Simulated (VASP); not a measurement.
Crystal: Hf2Pd2Se2Br2O3.

```
CELL_PARAMETERS angstrom
5.76069 0.00496 -0.00286
-0.52750 5.84664 0.03413
-1.48435 -0.92642 6.64586
ATOMIC_POSITIONS crystal
Hf 0.74540 0.39602 0.34989
Hf 0.28763 0.45322 0.59401
Pd 0.90854 0.13294 0.84849
Pd 0.25249 0.90323 0.35874
Se 0.63469 0.40355 0.93716
Se 0.62597 0.78174 0.53023
Br 0.85273 0.99089 0.15355
Br 0.22526 0.82084 0.86223
O 0.96040 0.28925 0.59026
O 0.43233 0.24524 0.40864
O 0.07457 0.58308 0.36682
```

| Property | Result |
| --- | --- |
| Program | VASP 6.6.1 |
| Task | relaxation of cell and atoms |
| Functional | PBE |
| Dispersion | D4 |
| Potentials or basis | VASP PAW PBE potentials, release 64 (Hf_pv, Pd, Se, Br, O) |
| Cutoff | 600 eV |
| k mesh | 3 × 3 × 2 |
| Occupations | fermi-dirac, width 0.05 eV |
| Spin | no spin polarisation |

At the start: pressure -2.3 GPa; volume 20.36 Å³/atom.

How do energy, volume and symmetry change on relaxing?

Over 28 steps the energy falls by 5.1 meV/atom and the volume is 19.75 Å³/atom (-3.0 %); space group P1 (No. 1, to 0.1 Å) before and after.

The path:
```
step  energy change (eV)  largest force (eV/Å)  pressure (GPa)  volume (Å³)
   1              0.0000                0.2554           -2.33       224.01
   2              0.0712                0.8139            2.84       214.54
   3             -0.0275                0.6735           -0.29       221.40
   4             -0.0272                1.1202            0.83       220.52
   5             -0.0281                0.8631            0.19       221.00
   6             -0.0132                0.7730            0.84       217.63
   7             -0.0389                0.2068           -0.21       219.77
   8             -0.0461                0.1556            0.23       218.44
   9             -0.0469                0.1501            0.48       217.78
  10             -0.0492                0.2068           -0.55       218.40
  11             -0.0500                0.1605           -0.23       218.18
  12             -0.0520                0.2419            0.18       217.83
  13             -0.0522                0.1463            0.06       217.91
  14             -0.0541                0.0665           -0.13       217.89
  15             -0.0542                0.0788           -0.17       217.88
  16             -0.0548                0.1086            0.24       217.36
  17             -0.0550                0.0919            0.11       217.50
  18             -0.0553                0.0800           -0.13       217.56
  19             -0.0553                0.0702           -0.07       217.54
  20             -0.0557                0.0380            0.02       217.38
  21             -0.0558                0.0437            0.04       217.33
  22             -0.0559                0.0452           -0.06       217.37
  23             -0.0559                0.0535           -0.07       217.38
  24             -0.0561                0.0294           -0.02       217.32
  25             -0.0562                0.0335            0.05       217.24
  26             -0.0563                0.0200            0.01       217.28
  27             -0.0563                0.0217           -0.02       217.32
  28             -0.0563                0.0163            0.00       217.30
```

Final structure:
```yaml
crystal:
  lattice:
    - [5.70058, -0.00037, -0.01689]
    - [-0.52745, 5.80304, 0.01885]
    - [-1.48428, -0.93646, 6.57035]
  atoms:
    - { symbol: Hf, position: [0.74448, 0.39437, 0.34802] }
    - { symbol: Hf, position: [0.28928, 0.45550, 0.59306] }
    - { symbol: Pd, position: [0.91246, 0.13572, 0.85405] }
    - { symbol: Pd, position: [0.25057, 0.90354, 0.35806] }
    - { symbol: Se, position: [0.63125, 0.40496, 0.93693] }
    - { symbol: Se, position: [0.62927, 0.78347, 0.52832] }
    - { symbol: Br, position: [0.84562, 0.98566, 0.15401] }
    - { symbol: Br, position: [0.23127, 0.81857, 0.86799] }
    - { symbol: O, position: [0.96201, 0.29106, 0.59082] }
    - { symbol: O, position: [0.43037, 0.24492, 0.40558] }
    - { symbol: O, position: [0.07344, 0.58223, 0.36318] }
```

Caveat: the k points lie up to 0.48 Å⁻¹ apart in the final cell.
